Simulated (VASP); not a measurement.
# Si (I-42m) in VASP: notebook, part 3 of 3

VASP 6.6.1. Earlier steps stand in the parts before.

### 5 Single point, PBE (atoms displaced along a vibrational mode, the cell strained)

File INCAR:

```
PREC     = Accurate       # precision mode
ENCUT    = 520            # plane-wave cutoff, eV
EDIFF    = 1E-6           # SCF threshold, eV
ISMEAR   = 0              # smearing method
SIGMA    = 0.05           # smearing width, eV
LREAL    = False          # projectors in reciprocal space
LASPH    = True           # aspherical terms in the spheres
NELM     = 60             # most SCF steps
ALGO     = Normal         # electronic algorithm
ISIF     = 2              # what is computed and relaxed
LWAVE    = False          # write WAVECAR
LCHARG   = True           # write CHGCAR
GGA      = PE             # functional
LELF     = True           # ELF
LVHAR    = True         
NBANDS   = 16             # bands
```

File KPOINTS:

```
Automatic mesh
0
Gamma
  10 10 10
```

File POSCAR:

```
Si
1.0
   -3.3178148769      3.3178148769      1.9143955111
    3.3178148769     -3.3178148769      1.9143955111
    3.3178148769      3.3178148769     -1.9143955111
Si
4
Direct
    0.1543670534      0.1543670534      0.3572210152
    0.7971460381      0.7971460381      0.6427789848
    0.2028539619      0.8456329466      0.0000000000
    0.8456329466      0.2028539619      0.0000000000
```

Potentials or basis: VASP PAW PBE potentials, release 64 (Si).

On the command line:

```bash
> cat potpaw_PBE.64/Si/POTCAR > POTCAR
> mpirun -np 1 vasp_std > vasp.out
```

OUTCAR:

```text
PREC = Accurate
   ENCUT = 520
   EDIFF = 1E-6
   ISMEAR = 0
   LREAL = False
   LASPH = True
   NELM = 60
   ISIF = 2
   GGA = PE

 ion  position               nearest neighbor table
   1  0.154  0.154  0.357-   2 2.34   2 2.34   3 2.38   4 2.38
   2  0.797  0.797  0.643-   1 2.34   1 2.34   4 2.38   3 2.38
   3  0.203  0.846  0.000-   4 2.34   4 2.34   1 2.38   2 2.38
   4  0.846  0.203  0.000-   3 2.34   3 2.34   1 2.38   2 2.38

  LATTYP: Found a body centered tetragonal cell.
 ALAT       =     6.6356297538
 C/A-ratio  =     0.5770049210

  Lattice vectors:

 A1 = (  -3.3178148769,   3.3178148769,   1.9143955111)
 A2 = (   3.3178148769,  -3.3178148769,   1.9143955111)
 A3 = (   3.3178148769,   3.3178148769,  -1.9143955111)

Analysis of symmetry for initial positions (statically):
=====================================================================
 Subroutine PRICEL returns:
 Original cell was already a primitive cell.

 Routine SETGRP: Setting up the symmetry group for a
[... 173 lines left out ...]
 E-fermi :   5.6925     XC(G=0):  -9.1246

 val. band max:        5.5608371056   @ k =   0.5000   0.5000   0.5000
 cond. band min:       5.8361355770   @ k =  -0.1000  -0.2000   0.1000
 fundamental gap:      0.2752984715
 Fermi energy:         5.6925439680

 k-point     1 :       0.0000    0.0000    0.0000
  band No.  band energies     occupation
      1      -6.5650      2.00000
      2      -2.3205      2.00000
      3      -0.0417      2.00000
      4      -0.0417      2.00000
      5       1.7587      2.00000
      6       4.0492      2.00000
[... 433 lines left out ...]
      3      -1.5880      2.00000
      4       0.4785      2.00000
      5       1.3017      2.00000
      6       2.5582      2.00000
[... 8 lines left out ...]
     15      11.6639      0.00000
     16      12.3902      0.00000

 [... further k-points ...]

------------------------ aborting loop because EDIFF is reached ----------------------------------------

  FORCE on cell =-STRESS in cart. coord.  units (eV):
  Direction    XX          YY          ZZ          XY          YZ          ZX
  --------------------------------------------------------------------------------------
  -------------------------------------------------------------------------------------
  Total        0.8674933      0.8674933      1.0693267      0.0000000      0.0000000      0.0000000
  in kB       16.4884848     16.4884848     20.3247423      0.0000000      0.0000000      0.0000000
  external PRESSURE =      17.7672373 kB  Pullay stress =       0.0000000 kB

 VOLUME and BASIS-vectors are now :
 -----------------------------------------------------------------------------
  energy-cutoff  :      520.00
  volume of cell :       84.29
      direct lattice vectors                 reciprocal lattice vectors
    -3.317814877  3.317814877  1.914395511     0.000000000  0.150701597  0.261179050
     3.317814877 -3.317814877  1.914395511     0.150701597  0.000000000  0.261179050
     3.317814877  3.317814877 -1.914395511     0.150701597  0.150701597  0.000000000

 POSITION                                       TOTAL-FORCE (eV/Angst)
 -----------------------------------------------------------------------------------
      1.18519      1.18519     -0.09282        -0.028586     -0.028586      0.200101
      2.13262      2.13262      1.82157         0.028586      0.028586      0.200101
      2.13262     -2.13262      2.00722         0.028586     -0.028586     -0.200101
     -2.13262      2.13262      2.00722        -0.028586      0.028586     -0.200101
 -----------------------------------------------------------------------------------
    total drift:                                0.000000      0.000000      0.000000

  FREE ENERGIE OF THE ION-ELECTRON SYSTEM (eV)
  ---------------------------------------------------
  free  energy   TOTEN  =       -21.2460453672 eV

  energy  without entropy=      -21.2460452534  energy(sigma->0) =      -21.24604531
```

OSZICAR:

```text
N       E                     dE             d eps       ncg     rms          rms(c)
DAV:   1     0.258388837577E+02    0.25839E+02   -0.59090E+03  3264   0.816E+02
DAV:   2    -0.197932340255E+02   -0.45632E+02   -0.41002E+02  4480   0.117E+02
DAV:   3    -0.216595166963E+02   -0.18663E+01   -0.18523E+01  4456   0.224E+01
DAV:   4    -0.216828400425E+02   -0.23323E-01   -0.23319E-01  4104   0.325E+00
DAV:   5    -0.216833086593E+02   -0.46862E-03   -0.46860E-03  4464   0.435E-01    0.685E+00
DAV:   6    -0.213719499482E+02    0.31136E+00   -0.14867E-01  3840   0.186E+00    0.415E+00
DAV:   7    -0.212418797627E+02    0.13007E+00   -0.26702E-01  4104   0.251E+00    0.366E-01
DAV:   8    -0.212449311851E+02   -0.30514E-02   -0.26488E-02  3968   0.868E-01    0.171E-01
DAV:   9    -0.212458013200E+02   -0.87013E-03   -0.16870E-03  4440   0.232E-01    0.902E-02
DAV:  10    -0.212459953972E+02   -0.19408E-03   -0.28516E-04  4112   0.863E-02    0.347E-02
DAV:  11    -0.212460428443E+02   -0.47447E-04   -0.64963E-05  4296   0.442E-02    0.652E-03
DAV:  12    -0.212460453199E+02   -0.24755E-05   -0.30735E-06  4320   0.952E-03    0.220E-03
DAV:  13    -0.212460453672E+02   -0.47364E-07   -0.72385E-07  3576   0.450E-03
   1 F= -.21246045E+02 E0= -.21246045E+02  d E =-.113813E-06
```

stdout:

```text
POSCAR found type information on POSCAR Si
 POSCAR found :  1 types and       4 ions
 scaLAPACK will be used
 LDA part: xc-table for (Slater+PW92), standard interpolation
 POSCAR, INCAR and KPOINTS ok, starting setup
 FFT: planning ... GRIDC
 FFT: planning ... GRID_SOFT
 FFT: planning ... GRID
 WAVECAR not read
 entering main loop
```

Wall time 2.6 min (1 thread of Intel Xeon 8259CL, shared host); peak memory 0.28 GiB.

Results:

| Property | Result |
| --- | --- |
| Free energy | -21.2460 eV |
| Pressure | 1.8 GPa |
| Largest force | 0.204 eV/Å |
| Band gap on the k mesh | 0.28 eV (least direct gap 0.59 eV) |

Forces on the atoms (eV/Å):
```
Si  -0.029 -0.029  0.200
Si   0.029  0.029  0.200
Si   0.029 -0.029 -0.200
Si  -0.029  0.029 -0.200
```

Stress tensor (GPa, compression positive):
```
1.65 0.00 0.00
0.00 1.65 0.00
0.00 0.00 2.03
```

Caveat: the cell differs from its parent crystal (atoms displaced along a vibrational mode, the cell strained). A k mesh can miss the band edges.

### 6 Overview

| cell | gap on the mesh (eV) | pressure (GPa) | largest force (eV/Å) |
| --- | --- | --- | --- |
| a = 5.025 Å, angles 98.2, 98.2, 135.6°, 4 atoms, atomic positions A | 0.19 | 4.2 | 0.18 |
| a = 5.068 Å, angles 98.2, 98.2, 135.6°, 4 atoms, atomic positions B | 0.30 | 1.9 | 0.15 |
| a = 5.068 Å, angles 98.2, 98.2, 135.6°, 4 atoms, atomic positions C | 0.24 | 1.6 | 0.27 |
| a = 5.068 Å, angles 98.2, 98.2, 135.6°, 4 atoms, atomic positions A | 0.28 | 1.8 | 0.20 |

Alike in all rows: task single point; level PBE; potentials or basis VASP PAW PBE potentials, release 64 (Si); no spin polarisation; k mesh 10 × 10 × 10; cutoff (eV) 520; smearing gaussian 0.05 eV.

Caveats: the cell stands under pressure (at least some runs).

Total energies depend on the potentials used, so only differences within one code and one set of settings carry meaning.
